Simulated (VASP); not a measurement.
Te: single point with PBEsol+D3(BJ)

Te:

```
Te
1.0
     2.35113    1.35743    1.72412
    -2.35113    1.35743    1.72412
     0.00000   -2.71485    1.72412
Te
1
Cartesian
  0.0000 0.0000 2.5862
```

This cell differs from its parent crystal: volume scaled by 1.06.

```yaml
Program: VASP 6.6.1
Task: single point
Functional: PBEsol
Dispersion: D3(BJ)
Potentials_or_basis: VASP PAW PBE potentials, release 64 (Te)
Cutoff: 520 eV
k_mesh: 9 × 9 × 9
Occupations: fermi-dirac, width 0.15 eV
Spin: collinear spin, ferromagnetic start
Starting_moments: "[1.0] μB"
Fixed_moment: 1 μB
Dipole_correction: no
Further_INCAR_settings: ALGO = Normal; EDIFF = 1e-06; NBANDS = 13
```

* Pressure: -0.4 GPa
* Net moment: 1.00 μB per cell
* Site moments: Te +0.58 μB
* Valence electrons inside the program's atomic spheres: Te 3.27
* Dispersion energy per atom: -0.420 eV

Stress tensor (GPa, compression positive):
```
-0.40  0.00  0.00
 0.00 -0.40  0.00
 0.00  0.00 -0.55
```

It took 13 s on 1 thread of Intel(R) Xeon(R) 6975P-C (Granite Rapids) (shared host), peak memory 0.18 GiB.

Caveat: the PAW data sets were made with another functional, which shifts forces and pressure a little; the total moment is fixed, so each spin has its own Fermi level.
